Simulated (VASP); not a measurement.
Input of a VASP 6.6.1 run:

INCAR

```
SYSTEM = Cu
  PREC = Accurate
  ENCUT = 520
  EDIFF = 1E-6
  ISMEAR = 0
  SIGMA = 0.1
  LREAL = .FALSE.
  LASPH = .TRUE.
  NELM = 60
  ALGO = Fast
  ISIF = 2
  LWAVE = .FALSE.
  LCHARG = .FALSE.
  GGA = PE
  NBANDS = 54
```

The input KPOINTS:

```
Automatic mesh
0
G
  12 12 4
  0 0 0
```

File POSCAR:

```
Cu
1.0
    3.9939873147      0.0000000000      0.0000000000
   -1.9969936574      3.4588944769      0.0000000000
    0.0000000000      0.0000000000      9.4349064181
Cu
8
Direct
    0.0000000000      0.0000000000      0.1250589005
    0.0000000000      0.0000000000      0.6250589005
    0.0000000000      0.0000000000      0.3749410995
    0.0000000000      0.0000000000      0.8749410995
    0.3333333333      0.6666666667      0.0270422379
    0.6666666667      0.3333333333      0.5270422379
    0.3333333333      0.6666666667      0.4729577621
    0.6666666667      0.3333333333      0.9729577621
```

Potentials or basis: VASP PAW PBE potentials, release 64 (Cu).

Launch:

```console
$ cat potpaw_PBE.64/Cu/POTCAR > POTCAR
$ mpirun -np 1 vasp_std > vasp.out
```

(1) What does it give for the band gap on the k mesh?

(2) What does it give for the pressure?

(3) Predict the largest force.

Results:

(1) zero (band 44 reaches 5.62 eV, above the bottom of band 45 at 3.45 eV).

(2) 0.2 GPa.

(3) 0.011 eV/Å.
